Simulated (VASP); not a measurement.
Input of a VASP 6.6.1 run:

INCAR

```
SYSTEM = SnH
ALGO     = Normal         ! electronic algorithm
DIPOL    = 0.5 0.5 0.309
EDIFF    = 1E-6           ! SCF threshold, eV
ENCUT    = 520            ! plane-wave cutoff, eV
GGA      = CA             ! functional
IDIPOL   = 3            
ISIF     = 2              ! what is computed and relaxed
ISMEAR   = -1             ! smearing method
LASPH    = .TRUE.         ! aspherical terms in the spheres
LCHARG   = .FALSE.        ! write CHGCAR
LDIPOL   = .TRUE.       
LREAL    = .FALSE.        ! projectors in reciprocal space
LWAVE    = .FALSE.        ! write WAVECAR
NBANDS   = 23             ! bands
NELM     = 80             ! most SCF steps
PREC     = Accurate       ! precision mode
SIGMA    = 0.02           ! smearing width, eV
```

The input KPOINTS:

```
k-points
0
G
  6 6 1
  0 0 0
```

File POSCAR:

```
SnH
1.0
    4.5809660055      0.0000000000      0.0000000000
   -2.2904830028      3.9672329347      0.0000000000
    0.0000000000      0.0000000000     32.3669333360
Sn H
2 2
Direct
    0.3333333333      0.6666666667      0.3216407191
    0.6666666667      0.3333333333      0.2962738603
    0.3333333333      0.6666666667      0.3748091842
    0.6666666667      0.3333333333      0.2431053952
```

Potentials or basis: VASP PAW LDA potentials, release 64 (Sn_d, H).

Command:

```bash
$ cat potpaw_LDA.64/Sn_d/POTCAR potpaw_LDA.64/H/POTCAR > POTCAR
$ mpirun -np 1 vasp_std > vasp.out
```

(1) Estimate the band gap on the k mesh.

(2) Estimate the largest force.

Answers

(1) 0.66 eV, direct.

(2) 0.016 eV/Å.

Caveat: spin-orbit coupling is left out, which moves the levels of the heavy elements.
